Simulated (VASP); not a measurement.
# Ba (Im-3m) in VASP: notebook

Ba is run at these levels: r2SCAN; tasks: relaxation of cell and atoms.

Everything below comes from runs of VASP 6.6.1. Logs are shortened: lines on timing, memory, paths and dates and some standing lists are left out, and cuts for length are marked.

### Step 1. The cell of the first run

The structure is cubic, space group Im-3m (No. 229). Conventional cell: a = 5.013 Å, b = 5.013 Å, c = 5.013 Å, α = 90.00°, β = 90.00°, γ = 90.00°. Ba (site symmetry m-3m) has 14 Ba at 4.34 to 5.01 Å within 5.7 Å.

### Step 2. Relaxation of cell and atoms, r2SCAN

The input, POSCAR:

```
Ba
1.0
    4.3413850340     -0.0000000240     -0.0000000416
   -1.4471283220      4.0930970711     -0.0000000416
   -1.4471283220     -2.0465484754      3.5447260784
Ba
1
Direct
    0.0000000000      0.0000000000      0.0000000000
```

The input, INCAR.step1:

```
PREC = Accurate
ENCUT = 600
ISMEAR = -1
SIGMA = 0.15
LREAL = False
LASPH = True
NELM = 100
GGA = PE
ALGO = Normal
EDIFF = 1E-4
LWAVE = True
LCHARG = False
```

The input, INCAR.step2:

```
PREC = Accurate
ENCUT = 600
EDIFF = 1E-6
ISMEAR = -1
SIGMA = 0.15
LREAL = False
LASPH = True
NELM = 100
ALGO = Normal
ISIF = 3
LWAVE = False
LCHARG = False
METAGGA = R2SCAN
LMIXTAU = True
IBRION = 2
NSW = 80
EDIFFG = -0.01
ISTART = 1
```

The input, KPOINTS:

```
Automatic mesh
0
Gamma
  7 7 7
```

Potentials or basis: VASP PAW PBE potentials, release 64 (Ba_sv).

The run is started by

```sh
cat potpaw_PBE.64/Ba_sv/POTCAR > POTCAR
cp INCAR.step1 INCAR
mpirun -np 1 vasp_std > vasp.out
cp INCAR.step2 INCAR
mpirun -np 1 vasp_std > vasp.out
```

OUTCAR:

```text
PREC = Accurate
   ENCUT = 600
   EDIFF = 1E-6
   ISMEAR = -1
   LREAL = False
   LASPH = True
   NELM = 100
   ISIF = 3
   METAGGA = R2SCAN
   IBRION = 2
   NSW = 80
   EDIFFG = -0.01
   ISTART = 1

 ion  position               nearest neighbor table
   1  0.000  0.000  0.000-

  LATTYP: Found a body centered cubic cell.
 ALAT       =     5.0129996361

  Lattice vectors:

 A1 = (   4.3413850340,  -0.0000000240,  -0.0000000416)
 A2 = (  -1.4471283220,   4.0930970711,  -0.0000000416)
 A3 = (  -1.4471283220,  -2.0465484754,   3.5447260784)

Analysis of symmetry for initial positions (statically):
=====================================================================
 Subroutine PRICEL returns:
 Original cell was already a primitive cell.

 Routine SETGRP: Setting up the symmetry group for a
 body centered cubic supercell.

 Subroutine GETGRP returns: Found 48 space group operations
 (whereof 48 operations were pure point group operations)
 out of a pool of 48 trial point group operations.

The static configuration has the point symmetry O_h .

Analysis of symmetry for dynamics (positions and initial velocities):
=====================================================================
 Subroutine PRICEL returns:
 Original cell was already a primitive cell.

 Routine SETGRP: Setting up the symmetry group for a
 body centered cubic supercell.

 Subroutine GETGRP returns: Found 48 space group operations
 (whereof 48 operations were pure point group operations)
 out of a pool of 48 trial point group operations.

The dynamic configuration has the point symmetry O_h .

 Subroutine INISYM returns: Found 48 space group operations
 (whereof 48 operations are pure point group operations),
 and found     1 'primitive' translations

----------------------------------------------------------------------------------------

                                     Primitive cell

  volume of cell :      62.9888

  direct lattice vectors                    reciprocal lattice vectors
     4.341385034 -0.000000024 -0.000000042     0.230341239  0.081437926  0.141054621
    -1.447128322  4.093097071 -0.000000042     0.000000003  0.244313778  0.141054621
    -1.447128322 -2.046548475  3.544726078     0.000000003  0.000000004  0.282109249

  length of vectors
     4.341385034  4.341385034  4.341385034     0.282109249  0.282109249  0.282109249

  position of ions in fractional coordinates (direct lattice)
     0.000000000  0.000000000  0.000000000

  ion indices of the primitive-cell ions
   primitive index   ion index
                 1           1

----------------------------------------------------------------------------------------

 KPOINTS: Automatic mesh

Automatic generation of k-mesh.
 Grid dimensions read from file:
 generate k-points for:    7    7    7

 Generating k-lattice:

  Cartesian coordinates                     Fractional coordinates (reciprocal lattice)
     0.032905891  0.011633989  0.020150660     0.142857143  0.000000000  0.000000000
     0.000000000  0.034901968  0.020150660    -0.000000000  0.142857143  0.000000000
     0.000000000  0.000000001  0.040301321    -0.000000000 -0.000000000  0.142857143

  Length of vectors
     0.040301321  0.040301321  0.040301321

  Shift w.r.t. Gamma in fractional coordinates (k-lattice)
     0.000000000  0.000000000  0.000000000

 Subroutine IBZKPT returns following result:
 ===========================================

 Found     20 irreducible k-points:

 Following reciprocal coordinates:
            Coordinates               Weight
  0.000000  0.000000  0.000000      1.000000
  0.142857 -0.000000  0.000000     12.000000
  0.285714 -0.000000  0.000000     12.000000
  0.428571 -0.000000  0.000000     12.000000
  0.142857  0.142857  0.000000     24.000000
  0.285714  0.142857  0.000000     48.000000
[... 12 lines left out ...]
 -0.428571 -0.428571  0.285714      8.000000
 -0.428571  0.428571  0.428571      6.000000
   k-points           NKPTS =     20   k-points in BZ     NKDIM =     20   number of bands    NBANDS=      9
   number of dos      NEDOS =    301   number of ions     NIONS =      1
   total plane-waves  NPLWV =  46656
   dimension x,y,z NGX =    36 NGY =   36 NGZ =   36
   dimension x,y,z NGXF=    72 NGYF=   72 NGZF=   72
   ions per type =               1
   NGX,Y,Z   is equivalent  to a cutoff of  13.79, 13.79, 13.79 a.u.
   NGXF,Y,Z  is equivalent  to a cutoff of  27.57, 27.57, 27.57 a.u.
 SYSTEM =  unknown system
   PREC   = accura    normal or accurate (medium, high low for compatibility)
   ISTART =      1    job   : 0-new  1-cont  2-samecut
   ICHARG =      0    charge: 1-file 2-atom 10-const
   ISPIN  =      1    spin polarized calculation?
   LNONCOLLINEAR =      F non collinear calculations
   LSORBIT =      F    spin-orbit coupling
   LASPH  =      T    aspherical Exc in radial PAW
   ENCUT  =  600.0 eV  44.10 Ry    6.64 a.u.   8.67  8.67  8.67*2*pi/ulx,y,z
   NELM   =    100;   NELMIN=  2; NELMDL=  0     # of ELM steps
   EDIFF  = 0.1E-05   stopping-criterion for ELM
   LREAL  =      F    real-space projection
   EDIFFG = -.1E-01   stopping-criterion for IOM
   NSW    =     80    number of steps for IOM
   IBRION =      2    ionic relax: 0-MD 1-quasi-New 2-CG
   NFREE  =      1    steps in history (QN), initial steepest desc. (CG)
   ISIF   =      3    stress and relaxation
   ISYM   =      2    0-nonsym 1-usesym 2-fastsym
   POTIM  = 0.5000    time-step for ionic-motion
   TEBEG  =    0.0;   TEEND  =   0.0 temperature during run
   PSTRESS=    0.0 pullay stress
   NELECT =      10.0000    total number of electrons
   NUPDOWN=      -1.0000    fix difference up-down
   EMIN   =  10.00;   EMAX   =-10.00  energy-range for DOS
   EFERMI =   0.00;   METHOD = LEGACY
   ISMEAR =    -1;   SIGMA  =   0.15  broadening in eV -4-tet -1-fermi 0-gaus
   EFERMI_NEDOS =   21; number of points for ismear=-14 and -15
   IALGO  =     38    algorithm
   IMIX   =      4    mixing-type and parameters
     AMIX     =   0.40;   BMIX     =  1.00
     AMIX_MAG =   1.60;   BMIX_MAG =  1.00
  volume/ion in A,a.u.               =      62.99       425.07
  Fermi-wavevector in a.u.,A,eV,Ry     =   0.886449  1.675146 10.691350  0.785792
  Thomas-Fermi vector in A             =   2.007617
   LORBIT       =      0    0 simple, 1 ext, 2 COOP (PROOUT), +10 PAW based schemes
   METAGGA = R2SCAN    functional components
   LHFCALC =     F    Hartree Fock is set to
   AEXX    =    0.0000 exact exchange contribution
   IVDW    =     0    specifies the selected vdW correction
   LEPSILON=     F    determine dielectric tensor
   LRPA    =     F    only Hartree local field effects (RPA)
 conjugate gradient relaxation of ions
 non-spin polarized calculation
  energy-cutoff  :      600.00
  volume of cell :       62.99
 maximum number of plane-waves:      2123
   NGX = 17   NGY = 17   NGZ = 17

--------------------------------------- Ionic step        1  -------------------------------------------

 number of electron      10.0000001 magnetization

 Free energy of the ion-electron system (eV)
  ---------------------------------------------------
  ext. energy  EPLUGINS =         0.00000000
  ---------------------------------------------------
  free energy    TOTEN  =       -26.47671333 eV

  energy without entropy =      -26.37160092  energy(sigma->0) =      -26.42415712

------------------------ aborting loop because EDIFF is reached ----------------------------------------

  FORCE on cell =-STRESS in cart. coord.  units (eV):
  Direction    XX          YY          ZZ          XY          YZ          ZX
  --------------------------------------------------------------------------------------
  -------------------------------------------------------------------------------------
  Total        0.1579629      0.1579629      0.1579629      0.0000000      0.0000000      0.0000000
  in kB        4.0179330      4.0179330      4.0179330      0.0000000      0.0000000      0.0000000
  external PRESSURE =       4.0179330 kB  Pullay stress =       0.0000000 kB

 VOLUME and BASIS-vectors are now :
 -----------------------------------------------------------------------------
  energy-cutoff  :      600.00
  volume of cell :       62.99
      direct lattice vectors                 reciprocal lattice vectors
     4.341385034 -0.000000024 -0.000000042     0.230341239  0.081437926  0.141054621
    -1.447128322  4.093097071 -0.000000042     0.000000003  0.244313778  0.141054621
    -1.447128322 -2.046548475  3.544726078     0.000000003  0.000000004  0.282109249

 POSITION                                       TOTAL-FORCE (eV/Angst)
 -----------------------------------------------------------------------------------
      0.00000      0.00000      0.00000         0.000000      0.000000      0.000000
 -----------------------------------------------------------------------------------
    total drift:                                0.000000      0.000000      0.000000

  FREE ENERGIE OF THE ION-ELECTRON SYSTEM (eV)
  ---------------------------------------------------
  free  energy   TOTEN  =       -26.4767133321 eV

  energy  without entropy=      -26.3716009166  energy(sigma->0) =      -26.42415712
[... 85 lines left out ...]
 VOLUME and BASIS-vectors are now :
 -----------------------------------------------------------------------------
  energy-cutoff  :      600.00
  volume of cell :       67.35
      direct lattice vectors                 reciprocal lattice vectors
     4.439369792 -0.000000025 -0.000000043     0.225257200  0.079640447  0.137941296
    -1.479789908  4.185477987 -0.000000043     0.000000003  0.238921340  0.137941296
    -1.479789908 -2.092738932  3.624730300     0.000000003  0.000000004  0.275882598

 POSITION                                       TOTAL-FORCE (eV/Angst)
 -----------------------------------------------------------------------------------
      0.00000      0.00000      0.00000         0.000000     -0.000000      0.000000
 -----------------------------------------------------------------------------------
    total drift:                               -0.000000      0.000000      0.000000

  FREE ENERGIE OF THE ION-ELECTRON SYSTEM (eV)
  ---------------------------------------------------
  free  energy   TOTEN  =       -26.4800331604 eV

  energy  without entropy=      -26.3696740711  energy(sigma->0) =      -26.42485362

--------------------------------------- Ionic step        5  -------------------------------------------

 number of electron       9.9999999 magnetization

 Free energy of the ion-electron system (eV)
  ---------------------------------------------------
  ext. energy  EPLUGINS =         0.00000000
  ---------------------------------------------------
  free energy    TOTEN  =       -26.48062736 eV

  energy without entropy =      -26.37186957  energy(sigma->0) =      -26.42624846

 E-fermi :   1.5881     XC(G=0):  -7.6691

 val. band max:        1.5541050193   @ k =  -0.4286   0.4286   0.2857
 cond. band min:       1.8805376604   @ k =  -0.4286  -0.4286   0.1429
 fundamental gap:      0.3264326410
 Fermi energy:         1.5880732116

 k-point     1 :       0.0000    0.0000    0.0000
  band No.  band energies     occupation
      1     -28.4175      2.00000
      2     -12.9742      2.00000
      3     -12.9742      2.00000
      4     -12.9742      2.00000
      5      -1.2881      2.00000
      6       3.6575      0.00000
      7       3.6575      0.00000
      8       3.6575      0.00000
      9       4.9571      0.00000

 k-point     2 :       0.1429   -0.0000    0.0000
  band No.  band energies     occupation
      1     -28.4104      2.00000
      2     -13.0556      2.00000
      3     -12.9987      2.00000
      4     -12.9749      2.00000
      5      -0.9181      2.00000
      6       3.3572      0.00002
      7       3.3945      0.00001
      8       4.0329      0.00000
      9       4.6477      0.00000

 k-point     3 :       0.2857   -0.0000    0.0000
  band No.  band energies     occupation
      1     -28.3943      2.00000
      2     -13.2307      2.00000
      3     -13.0530      2.00000
      4     -12.9766      2.00000
      5      -0.0206      1.99996
      6       2.6789      0.00139
      7       2.8357      0.00049
      8       4.8309      0.00000
      9       5.0700      0.00000
[... 215 lines left out ...]
 VOLUME and BASIS-vectors are now :
 -----------------------------------------------------------------------------
  energy-cutoff  :      600.00
  volume of cell :       66.03
      direct lattice vectors                 reciprocal lattice vectors
     4.410195750 -0.000000024 -0.000000042     0.226747307  0.080167279  0.138853796
    -1.470065227  4.157972436 -0.000000042     0.000000003  0.240501837  0.138853796
    -1.470065227 -2.078986157  3.600909793     0.000000003  0.000000004  0.277707599

 POSITION                                       TOTAL-FORCE (eV/Angst)
 -----------------------------------------------------------------------------------
      0.00000      0.00000      0.00000        -0.000000      0.000000      0.000000
 -----------------------------------------------------------------------------------
    total drift:                                0.000000      0.000000     -0.000000

  FREE ENERGIE OF THE ION-ELECTRON SYSTEM (eV)
  ---------------------------------------------------
  free  energy   TOTEN  =       -26.4806273556 eV

  energy  without entropy=      -26.3718695682  energy(sigma->0) =      -26.42624846

 reached required accuracy - stopping structural energy minimisation
```

Run time: 2.3 min. Hardware: 1 thread of AMD EPYC 9R45 (Zen 5), shared host; peak memory 0.19 GiB.

Results:

```yaml
Free_energy: -26.4806 eV
Relaxed_volume: 66.03 Å³/atom
Relaxed_cell: a = 4.410 Å, b = 4.410 Å, c = 4.410 Å, α = 109.47°, β = 109.47°, γ = 109.47°
Space_group_after_relaxing_to_0.1_Å: Im-3m (No. 229)
Energy_gained_by_relaxing: 3.9 meV/atom
Ionic_steps: 5
Pressure_after_relaxing: 0.0 GPa
Band_gap_on_the_k_mesh: zero (bands 5 and 6 overlap by 0.79 eV)
```

The path:
| step | energy change (eV) | largest force (eV/Å) | pressure (GPa) | volume (Å³) |
| --- | --- | --- | --- | --- |
| 1 | 0.0000 | 0.0000 | 0.40 | 62.99 |
| 2 | -0.0028 | 0.0000 | 0.20 | 64.44 |
| 3 | -0.0037 | 0.0000 | 0.08 | 65.40 |
| 4 | -0.0033 | 0.0000 | -0.16 | 67.35 |
| 5 | -0.0039 | 0.0000 | 0.00 | 66.03 |

Final structure:
```cif
data_structure
_symmetry_space_group_name_H-M 'P 1'
_symmetry_Int_Tables_number 1
_cell_length_a 4.4102
_cell_length_b 4.4102
_cell_length_c 4.4102
_cell_angle_alpha 109.471
_cell_angle_beta 109.471
_cell_angle_gamma 109.471
_cell_volume 66.03
loop_
_atom_site_label
_atom_site_type_symbol
_atom_site_fract_x
_atom_site_fract_y
_atom_site_fract_z
_atom_site_occupancy
Ba1 Ba 0.00000 0.00000 0.00000 1
```

Caveat: the PAW data sets were made with another functional, which shifts forces and pressure a little; spin-orbit coupling is left out, which moves the levels of the heavy elements.

### Step 3. Relaxation of cell and atoms, r2SCAN, target pressure 10 GPa, at which the enthalpy is minimised

POSCAR is that of step 2.

The input, INCAR.step1:

```
  ALGO = Normal
  EDIFF = 1E-4
  ENCUT = 600
  GGA = PE
  ISMEAR = -1
  LASPH = True
  LCHARG = False
  LREAL = False
  LWAVE = True
  NELM = 60
  PREC = Accurate
  SIGMA = 0.15
```

The input, INCAR.step2:

```
  ALGO = Normal
  EDIFF = 1E-6
  EDIFFG = -0.01
  ENCUT = 600
  IBRION = 2
  ISIF = 3
  ISMEAR = -1
  ISTART = 1
  LASPH = True
  LCHARG = False
  LMIXTAU = True
  LREAL = False
  LWAVE = False
  METAGGA = R2SCAN
  NELM = 60
  NSW = 80
  PREC = Accurate
  PSTRESS = 100.0
  SIGMA = 0.15
```

The input, KPOINTS:

```
k-points
0
Gamma
  7 7 7
```

Potentials or basis: VASP PAW PBE potentials, release 64 (Ba_sv).

The run is started by

```sh
cat potpaw_PBE.64/Ba_sv/POTCAR > POTCAR
cp INCAR.step1 INCAR
mpirun -np 1 vasp_std > vasp.out
cp INCAR.step2 INCAR
mpirun -np 1 vasp_std > vasp.out
```

OUTCAR:

```text
EDIFF = 1E-6
   EDIFFG = -0.01
   ENCUT = 600
   IBRION = 2
   ISIF = 3
   ISMEAR = -1
   ISTART = 1
   LASPH = True
   LREAL = False
   METAGGA = R2SCAN
   NELM = 60
   NSW = 80
   PREC = Accurate
   PSTRESS = 100.0

 ion  position               nearest neighbor table
   1  0.000  0.000  0.000-

  LATTYP: Found a body centered cubic cell.
 ALAT       =     5.0129996361

  Lattice vectors:

 A1 = (   4.3413850340,  -0.0000000240,  -0.0000000416)
 A2 = (  -1.4471283220,   4.0930970711,  -0.0000000416)
 A3 = (  -1.4471283220,  -2.0465484754,   3.5447260784)

Analysis of symmetry for initial positions (statically):
=====================================================================
 Subroutine PRICEL returns:
[... 150 lines left out ...]
  volume of cell :       62.99
 maximum number of plane-waves:      2123
   NGX = 17   NGY = 17   NGZ = 17

--------------------------------------- Ionic step        1  -------------------------------------------

 number of electron      10.0000001 magnetization

 Free energy of the ion-electron system (eV)
  ---------------------------------------------------
  ext. energy  EPLUGINS =         0.00000000
  ---------------------------------------------------
  free energy    TOTEN  =       -26.47671333 eV

  energy without entropy =      -26.37160092  energy(sigma->0) =      -26.42415712

 E-fermi :   1.7462     XC(G=0):  -7.8273

 val. band max:        1.6791085744   @ k =  -0.4286   0.4286   0.2857
 cond. band min:       2.0665569769   @ k =  -0.4286  -0.4286   0.1429
 fundamental gap:      0.3874484025
 Fermi energy:         1.7461709836
[... 558 lines left out ...]
--------------------------------------- Ionic step        3  -------------------------------------------

 number of electron      10.0000000 magnetization

 Free energy of the ion-electron system (eV)
  ---------------------------------------------------
  ext. energy  EPLUGINS =         0.00000000
  ---------------------------------------------------
  free energy    TOTEN  =       -25.82764391 eV

  energy without entropy =      -25.74024163  energy(sigma->0) =      -25.78394277

 E-fermi :   4.1633     XC(G=0):  -9.9184

 val. band max:        4.0553763060   @ k =  -0.2857   0.4286   0.1429
 cond. band min:       4.2552387532   @ k =  -0.2857   0.4286   0.1429
 fundamental gap:      0.1998624473
 Fermi energy:         4.1632930688
[... 270 lines left out ...]
  energy  without entropy=      -25.7402416335  energy(sigma->0) =      -25.78394277

  enthalpy is  TOTEN    =       -23.5160320373 eV   P V=        2.3116118737

 reached required accuracy - stopping structural energy minimisation
```

OSZICAR.step1:

```text
N       E                     dE             d eps       ncg     rms          rms(c)
DAV:   1     0.648640979157E+02    0.64864E+02   -0.45389E+03   360   0.102E+03
DAV:   2     0.113422960751E+01   -0.63730E+02   -0.62647E+02   433   0.164E+02
DAV:   3    -0.186549766970E+01   -0.29997E+01   -0.29878E+01   437   0.397E+01
DAV:   4    -0.195620225516E+01   -0.90705E-01   -0.90492E-01   557   0.615E+00
DAV:   5    -0.195737755528E+01   -0.11753E-02   -0.11750E-02   467   0.509E-01    0.163E+00
DAV:   6    -0.195695765580E+01    0.41990E-03   -0.30458E-03   511   0.663E-01    0.973E-01
DAV:   7    -0.195745151171E+01   -0.49386E-03   -0.69012E-03   409   0.112E+00    0.445E-02
DAV:   8    -0.195763735355E+01   -0.18584E-03   -0.33465E-04   506   0.143E-01    0.309E-02
DAV:   9    -0.195764627683E+01   -0.89233E-05   -0.97952E-06   219   0.335E-02
   1 F= -.19576463E+01 E0= -.19012836E+01  d E =-.112725E+00
```

Wall time 92 s (1 thread of AMD EPYC 9R45 (Zen 5), shared host); peak memory 0.21 GiB.

Results:

- Free energy: -25.8276 eV
- Relaxed volume: 37.04 Å³/atom
- Relaxed cell: a = 3.637 Å, b = 3.637 Å, c = 3.637 Å, α = 109.47°, β = 109.47°, γ = 109.47°
- Space group after relaxing (to 0.1 Å): Im-3m (No. 229)
- Energy change on relaxing (the run minimises the enthalpy): +649.1 meV/atom
- Ionic steps: 3
- Pressure after relaxing: 10.0 GPa
- Band gap on the k mesh: zero (bands 5 and 6 overlap by 2.12 eV)

Step by step:
```tsv
step	energy change (eV)	largest force (eV/Å)	pressure (GPa)	volume (Å³)
1	0.0000	0.0000	0.40	62.99
2	0.8289	0.0000	12.52	34.47
3	0.6491	0.0000	10.03	37.04
```

Final structure:
```yaml
crystal:
  lattice:
    - [3.63705, 0.00000, 0.00000]
    - [-1.21235, 3.42904, 0.00000]
    - [-1.21235, -1.71452, 2.96964]
  atoms:
    - { symbol: Ba, position: [0.00000, 0.00000, 0.00000] }
```

Caveat: the cell is relaxed towards a set pressure, so the run minimises the enthalpy, not the energy; the volume moved by over 15 % at a fixed basis, so the end points are rough; the PAW data sets were made with another functional, which shifts forces and pressure a little; spin-orbit coupling is left out, which moves the levels of the heavy elements.

(Part 1 of 2 ends here.)
